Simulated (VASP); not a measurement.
Wanted: the native input for a VASP 6.6.1 run.

| Quantity | Value |
| --- | --- |
| Task | single point |
| Functional | PBE |
| Potentials or basis | VASP PAW PBE potentials, release 64 (B, P) |
| Cutoff | 520 eV |
| k mesh | 3 × 3 × 3 |
| Occupations | gaussian, width 0.01 eV |
| Spin | no spin polarisation |
| Dipole correction | no |
| Further INCAR settings | LREAL = Auto; ALGO = Normal; EDIFF = 1e-07; NBANDS = 86 |

The structure of BP lies in POSCAR:

```
BP
1.0
   -4.5481927936      4.5481927936     -4.5481927936
    4.5481927936     -4.5481927936     -4.5481927936
   -4.5481927936     -4.5481927936      4.5481927936
B P
16 16
Direct
    0.0000000000      0.2500000000      0.7500000000
    0.7500000000      0.2500000000      1.0000000000
    0.5000000000      0.2500000000      0.2500000000
    0.2500000000      0.0000000000      0.7500000000
    0.2500000000      0.2500000000      0.5000000000
    1.0000000000      1.0000000000      1.0000000000
    0.7500000000      0.0000000000      0.2500000000
    0.5000000000      0.7500000000      0.7500000000
    0.5000000000      0.0000000000      0.5000000000
    0.2500000000      0.7500000000      1.0000000000
    0.0000000000      0.7500000000      0.2500000000
    0.7500000000      0.5000000000      0.7500000000
    0.7500000000      0.7500000000      0.5000000000
    0.5000000000      0.5000000000      1.0000000000
    0.2500000000      0.5000000000      0.2500000000
    0.0000000000      0.5000000000      0.5000000000
    0.0000000000      0.5000000000      0.7500000000
    0.7500000000      0.5000000000      0.0000000000
    0.5000000000      0.5000000000      0.2500000000
    0.2500000000      0.2500000000      0.7500000000
    0.2500000000      0.5000000000      0.5000000000
    0.0000000000      0.2500000000      0.0000000000
    0.7500000000      0.2500000000      0.2500000000
    0.5000000000      0.0000000000      0.7500000000
    0.5000000000      0.2500000000      0.5000000000
    0.2500000000      0.0000000000      0.0000000000
    0.0000000000      0.0000000000      0.2500000000
    0.7500000000      0.7500000000      0.7500000000
    0.7500000000      0.0000000000      0.5000000000
    0.5000000000      0.7500000000      0.0000000000
    0.2500000000      0.7500000000      0.2500000000
    0.0000000000      0.7500000000      0.5000000000
```

The input as run:

INCAR

```
SYSTEM = BP
ALGO = Normal
EDIFF = 1E-7
ENCUT = 520
GGA = PE
ISIF = 2
ISMEAR = 0
LASPH = .True.
LCHARG = .False.
LREAL = Auto
LWAVE = .False.
NBANDS = 86
NELM = 100
PREC = Accurate
SIGMA = 0.01
```

KPOINTS

```
k-points
0
Gamma
  3 3 3
  0 0 0
```

Potentials or basis: VASP PAW PBE potentials, release 64 (B, P).

Run with:

```sh
$ cat potpaw_PBE.64/B/POTCAR potpaw_PBE.64/P/POTCAR > POTCAR
$ mpirun -np 1 vasp_std > vasp.out
```

It gave:

- Pressure: -0.2 GPa
- Band gap on the k mesh: 1.35 eV

Caveat: an odd mesh through Γ misses points on the zone boundary, where band edges can lie.

Run time: 120 s on 1 thread of Intel(R) Xeon(R) 6975P-C (Granite Rapids), with other jobs on the host, peak memory 0.52 GiB.
